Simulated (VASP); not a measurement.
# Ba in VASP: single point with PBEsol

Aim: the single point of Ba with PBEsol.

Program: VASP 6.6.1. These are calculated values, not measurements. Logs are shortened: lines on timing, memory, paths and dates and some standing lists are left out, and cuts for length are marked.

## Step 1: The cell of the first run

The cell holds a slab with vacuum, 7 atoms: a = 4.880 Å, b = 4.226 Å, c = 40.703 Å, α = 90.00°, β = 90.00°, γ = 54.74°.

## Step 2: Single point, PBEsol

Contents of INCAR:

```
ALGO = Normal
DIPOL = 0.5 0.5 0.500
EDIFF = 1E-6
ENCUT = 400
GGA = PS
GGA_COMPAT = False
IDIPOL = 3
ISIF = 2
ISMEAR = 1
KPAR = 4
LASPH = True
LCHARG = False
LDIPOL = True
LREAL = False
LWAVE = False
NBANDS = 44
NELM = 120
NELMDL = -8
PREC = Accurate
SIGMA = 0.1
```

Contents of KPOINTS:

```
k-points
0
Gamma
  16 16 1
```

Contents of POSCAR:

```
Ba
1.0
    4.8798185640      0.0000000000      0.0000000000
    2.4399092820      3.4505527970      0.0000000000
    0.0000000000      0.0000000000     40.7033167840
Ba
7
Direct
    0.0000000000      0.0000000000      0.2456802244
    0.5000000000      0.0000000000      0.3304534829
    0.0000000000      0.0000000000      0.4152267415
    0.5000000000      0.0000000000      0.5000000000
    0.0000000000      0.0000000000      0.5847732585
    0.5000000000      0.0000000000      0.6695465171
    0.0000000000      0.0000000000      0.7543197756
```

Potentials or basis: VASP PAW PBE potentials, release 64 (Ba_sv).

Command:

```sh
$ cat potpaw_PBE.64/Ba_sv/POTCAR > POTCAR
$ mpirun -np 4 vasp_std > vasp.out
```

OUTCAR:

```text
EDIFF = 1E-6
   ENCUT = 400
   GGA = PS
   ISIF = 2
   ISMEAR = 1
   LASPH = True
   LREAL = False
   NELM = 120
   NELMDL = -8
   PREC = Accurate

 ion  position               nearest neighbor table
   1  0.000  0.000  0.246-   2 4.23   2 4.23
   2  0.500  0.000  0.330-   1 4.23   1 4.23   3 4.23   3 4.23
   3  0.000  0.000  0.415-   4 4.23   4 4.23   2 4.23   2 4.23
   4  0.500  0.000  0.500-   3 4.23   5 4.23   3 4.23   5 4.23
   5  0.000  0.000  0.585-   4 4.23   4 4.23   6 4.23   6 4.23
   6  0.500  0.000  0.670-   7 4.23   7 4.23   5 4.23   5 4.23
   7  0.000  0.000  0.754-   6 4.23   6 4.23

  LATTYP: Found a base centered orthorhombic cell.
 ALAT       =     4.8798185640
 B/A-ratio  =     1.4142135621
 C/A-ratio  =     8.3411537233

  Lattice vectors:

 A1 = (   2.4399092820,  -3.4505527970,   0.0000000000)
 A2 = (   2.4399092820,   3.4505527970,   0.0000000000)
 A3 = (   0.0000000000,   0.0000000000,  40.7033167840)

Analysis of symmetry for initial positions (statically):
=====================================================================
 Subroutine PRICEL returns:
 Original cell was already a primitive cell.

 Routine SETGRP: Setting up the symmetry group for a
 base centered orthorhombic supercell.

 Subroutine GETGRP returns: Found  8 space group operations
 (whereof  8 operations were pure point group operations)
 out of a pool of  8 trial point group operations.

The static configuration has the point symmetry D_2h.

Analysis of symmetry for dynamics (positions and initial velocities):
=====================================================================
 Subroutine PRICEL returns:
 Original cell was already a primitive cell.

 Routine SETGRP: Setting up the symmetry group for a
 base centered orthorhombic supercell.

 Subroutine GETGRP returns: Found  8 space group operations
 (whereof  8 operations were pure point group operations)
 out of a pool of  8 trial point group operations.

The dynamic configuration has the point symmetry D_2h.

 Subroutine INISYM returns: Found  8 space group operations
 (whereof  8 operations are pure point group operations),
 and found     1 'primitive' translations

----------------------------------------------------------------------------------------

                                     Primitive cell

  volume of cell :     685.3654

  direct lattice vectors                    reciprocal lattice vectors
     4.879818564  0.000000000  0.000000000     0.204925652 -0.144904318  0.000000000
     2.439909282  3.450552797  0.000000000     0.000000000  0.289808636  0.000000000
     0.000000000  0.000000000 40.703316784     0.000000000  0.000000000  0.024568022

  length of vectors
     4.879818564  4.226046842 40.703316784     0.250981641  0.289808636  0.024568022

  position of ions in fractional coordinates (direct lattice)
     0.000000000  0.000000000  0.245680224
     0.500000000  0.000000000  0.330453483
     0.000000000  0.000000000  0.415226741
     0.500000000  0.000000000  0.500000000
     0.000000000  0.000000000  0.584773259
     0.500000000  0.000000000  0.669546517
     0.000000000  0.000000000  0.754319776

  ion indices of the primitive-cell ions
   primitive index   ion index
                 1           1
                 2           2
                 3           3
                 4           4
                 5           5
                 6           6
                 7           7

----------------------------------------------------------------------------------------

 KPOINTS: k-points

Automatic generation of k-mesh.
 Grid dimensions read from file:
 generate k-points for:   16   16    1

 Generating k-lattice:

  Cartesian coordinates                     Fractional coordinates (reciprocal lattice)
     0.012807853 -0.009056520  0.000000000     0.062500000  0.000000000  0.000000000
     0.000000000  0.018113040  0.000000000     0.000000000  0.062500000  0.000000000
     0.000000000  0.000000000  0.024568022     0.000000000  0.000000000  1.000000000

  Length of vectors
     0.015686353  0.018113040  0.024568022

  Shift w.r.t. Gamma in fractional coordinates (k-lattice)
     0.000000000  0.000000000  0.000000000

 Subroutine IBZKPT returns following result:
 ===========================================

 Found     73 irreducible k-points:

 Following reciprocal coordinates:
            Coordinates               Weight
  0.000000  0.000000  0.000000      1.000000
  0.062500  0.000000  0.000000      4.000000
  0.125000  0.000000  0.000000      4.000000
  0.187500  0.000000  0.000000      4.000000
  0.250000  0.000000  0.000000      4.000000
  0.312500  0.000000  0.000000      4.000000
[... 16 lines left out ...]
 -0.125000  0.062500  0.000000      4.000000
 -0.062500  0.062500  0.000000      4.000000
 [... further k-points ...]
   k-points           NKPTS =     73   k-points in BZ     NKDIM =     73   number of bands    NBANDS=     44
   number of dos      NEDOS =    301   number of ions     NIONS =      7
   total plane-waves  NPLWV = 241920
   dimension x,y,z NGX =    32 NGY =   28 NGZ =  270
   dimension x,y,z NGXF=    64 NGYF=   56 NGZF=  540
   ions per type =               7
   NGX,Y,Z   is equivalent  to a cutoff of  10.90, 11.01, 11.03 a.u.
   NGXF,Y,Z  is equivalent  to a cutoff of  21.80, 22.03, 22.06 a.u.
 SYSTEM =  unknown system
   PREC   = accura    normal or accurate (medium, high low for compatibility)
   ISTART =      0    job   : 0-new  1-cont  2-samecut
   ICHARG =      2    charge: 1-file 2-atom 10-const
   ISPIN  =      1    spin polarized calculation?
   LNONCOLLINEAR =      F non collinear calculations
   LSORBIT =      F    spin-orbit coupling
   LASPH  =      T    aspherical Exc in radial PAW
   ENCUT  =  400.0 eV  29.40 Ry    5.42 a.u.   7.96  6.89 66.38*2*pi/ulx,y,z
   NELM   =    120;   NELMIN=  2; NELMDL= -8     # of ELM steps
   EDIFF  = 0.1E-05   stopping-criterion for ELM
   LREAL  =      F    real-space projection
   EDIFFG = 0.1E-04   stopping-criterion for IOM
   NSW    =      0    number of steps for IOM
   IBRION =     -1    ionic relax: 0-MD 1-quasi-New 2-CG
   NFREE  =      0    steps in history (QN), initial steepest desc. (CG)
   ISIF   =      2    stress and relaxation
   ISYM   =      2    0-nonsym 1-usesym 2-fastsym
   POTIM  = 0.5000    time-step for ionic-motion
   TEBEG  =    0.0;   TEEND  =   0.0 temperature during run
   PSTRESS=    0.0 pullay stress
   NELECT =      70.0000    total number of electrons
   NUPDOWN=      -1.0000    fix difference up-down
   EMIN   =  10.00;   EMAX   =-10.00  energy-range for DOS
   EFERMI =   0.00;   METHOD = LEGACY
   ISMEAR =     1;   SIGMA  =   0.10  broadening in eV -4-tet -1-fermi 0-gaus
   EFERMI_NEDOS =   21; number of points for ismear=-14 and -15
   IALGO  =     38    algorithm
   IMIX   =      4    mixing-type and parameters
     AMIX     =   0.40;   BMIX     =  1.00
     AMIX_MAG =   1.60;   BMIX_MAG =  1.00
  volume/ion in A,a.u.               =      97.91       660.72
  Fermi-wavevector in a.u.,A,eV,Ry     =   0.765244  1.446102  7.967557  0.585599
  Thomas-Fermi vector in A             =   1.865323
   LORBIT       =      0    0 simple, 1 ext, 2 COOP (PROOUT), +10 PAW based schemes
   GGA     = PS    functional components
   LHFCALC =     F    Hartree Fock is set to
   AEXX    =    0.0000 exact exchange contribution
   IVDW    =     0    specifies the selected vdW correction
   LEPSILON=     F    determine dielectric tensor
   LRPA    =     F    only Hartree local field effects (RPA)
 non-spin polarized calculation
 Methfessel and Paxton  Order N= 1 SIGMA  =   0.10
  energy-cutoff  :      400.00
  volume of cell :      685.37
 maximum number of plane-waves:     12511
   NGX = 15   NGY = 13   NGZ =133

 number of electron      70.0000003 magnetization

 dipolmoment           0.000000      0.000000      0.000000 electrons x Angstroem

 Free energy of the ion-electron system (eV)
  ---------------------------------------------------
  ext. energy  EPLUGINS =         0.00000000
  ---------------------------------------------------
  free energy    TOTEN  =       -14.26727237 eV

  energy without entropy =      -14.26701356  energy(sigma->0) =      -14.26718610

 E-fermi :   0.1478     XC(G=0):  -5.0131

 val. band max:        0.1462213462   @ k =   0.3750   0.1875   0.0000
 cond. band min:       0.1492388191   @ k =  -0.2500   0.3750   0.0000
 fundamental gap:      0.0030174729
 Fermi energy:         0.1478448549

 k-point     1 :       0.0000    0.0000    0.0000
  band No.  band energies     occupation
      1     -28.9573      2.00000
      2     -28.9573      2.00000
      3     -28.5515      2.00000
      4     -28.5407      2.00000
      5     -28.5060      2.00000
      6     -28.4949      2.00000
[... 36 lines left out ...]
     43       1.3266     -0.00000
     44       1.5087     -0.00000

 k-point     2 :       0.0625    0.0000    0.0000
  band No.  band energies     occupation
      1     -28.9561      2.00000
      2     -28.9561      2.00000
      3     -28.5499      2.00000
      4     -28.5393      2.00000
      5     -28.5049      2.00000
      6     -28.4940      2.00000
[... 36 lines left out ...]
     43       1.2776     -0.00000
     44       1.4968     -0.00000

 k-point     3 :       0.1250    0.0000    0.0000
  band No.  band energies     occupation
      1     -28.9528      2.00000
      2     -28.9528      2.00000
      3     -28.5452      2.00000
      4     -28.5354      2.00000
      5     -28.5017      2.00000
      6     -28.4912      2.00000
[... 976 lines left out ...]
     43       1.2529     -0.00000
     44       1.3835     -0.00000

 k-point    24 :      -0.0625    0.0625    0.0000
  band No.  band energies     occupation
      1     -28.9522      2.00000
      2     -28.9522      2.00000
      3     -28.5455      2.00000
      4     -28.5352      2.00000
      5     -28.5010      2.00000
      6     -28.4903      2.00000
[... 36 lines left out ...]
     43       1.2873     -0.00000
     44       1.3745     -0.00000

 [... further k-points ...]

------------------------ aborting loop because EDIFF is reached ----------------------------------------

 vacuum level on the upper side and lower side of the slab       (xc-potential included)        -0.152        -0.152

  FORCE on cell =-STRESS in cart. coord.  units (eV):
  Direction    XX          YY          ZZ          XY          YZ          ZX
  --------------------------------------------------------------------------------------
  -------------------------------------------------------------------------------------
  Total       -0.2687672      0.3978870     -0.1853442      0.0000000      0.0000000      0.0000000
  in kB       -0.6282967      0.9301397     -0.4332788      0.0000000      0.0000000      0.0000000
  external PRESSURE =      -0.0438119 kB  Pullay stress =       0.0000000 kB

 VOLUME and BASIS-vectors are now :
 -----------------------------------------------------------------------------
  energy-cutoff  :      400.00
  volume of cell :      685.37
      direct lattice vectors                 reciprocal lattice vectors
     4.879818564  0.000000000  0.000000000     0.204925652 -0.144904318  0.000000000
     2.439909282  3.450552797  0.000000000     0.000000000  0.289808636  0.000000000
     0.000000000  0.000000000 40.703316784     0.000000000  0.000000000  0.024568022

 POSITION                                       TOTAL-FORCE (eV/Angst)
 -----------------------------------------------------------------------------------
      0.00000      0.00000     10.00000         0.000000     -0.000000      0.045666
      2.43991      0.00000     13.45055         0.000000      0.000000     -0.061554
      0.00000      0.00000     16.90111        -0.000000     -0.000000      0.009572
      2.43991      0.00000     20.35166         0.000000      0.000000      0.000000
      0.00000      0.00000     23.80221         0.000000      0.000000     -0.009572
      2.43991      0.00000     27.25276        -0.000000      0.000000      0.061554
      0.00000      0.00000     30.70332         0.000000      0.000000     -0.045666
 -----------------------------------------------------------------------------------
    total drift:                                0.000000     -0.000000      0.000000

  FREE ENERGIE OF THE ION-ELECTRON SYSTEM (eV)
  ---------------------------------------------------
  free  energy   TOTEN  =       -14.2672723659 eV

  energy  without entropy=      -14.2670135642  energy(sigma->0) =      -14.26718610

 vacuum level on the upper side and lower side of the slab         2.475         2.475
```

Wall time 16 min (4 MPI ranks of Intel Xeon Platinum 8488C (Sapphire Rapids), shared host); peak memory 1.3 GiB.

What came out:

* Free energy: -14.2673 eV
* Largest force: 0.062 eV/Å
* Band gap on the k mesh: zero (bands 35 and 36 overlap by 0.75 eV)

Forces on the atoms (eV/Å):
```
Ba   0.000  0.000  0.046
Ba   0.000  0.000 -0.062
Ba   0.000  0.000  0.010
Ba   0.000  0.000  0.000
Ba   0.000  0.000 -0.010
Ba   0.000  0.000  0.062
Ba   0.000  0.000 -0.046
```

Levels at points of the mesh, in eV from the Fermi level:
| k point | band 32 | band 33 | band 34 | band 35 | band 36 | band 37 | band 38 | band 39 |
| --- | --- | --- | --- | --- | --- | --- | --- | --- |
| (0.00, 0.00, 0.00) | -1.82 | -1.42 | -1.12 | -0.98 | 0.42 | 0.42 | 0.68 | 0.73 |
| (0.50, 0.00, 0.00) | -0.75 | -0.56 | -0.52 | -0.41 | 0.36 | 0.44 | 0.56 | 0.62 |
| (0.00, 0.50, 0.00) | -0.59 | -0.51 | -0.50 | -0.43 | -0.34 | -0.32 | -0.15 | 0.22 |

Caveat: the PAW data sets were made with another functional, which shifts forces and pressure a little; spin-orbit coupling is left out, which moves the levels of the heavy elements.
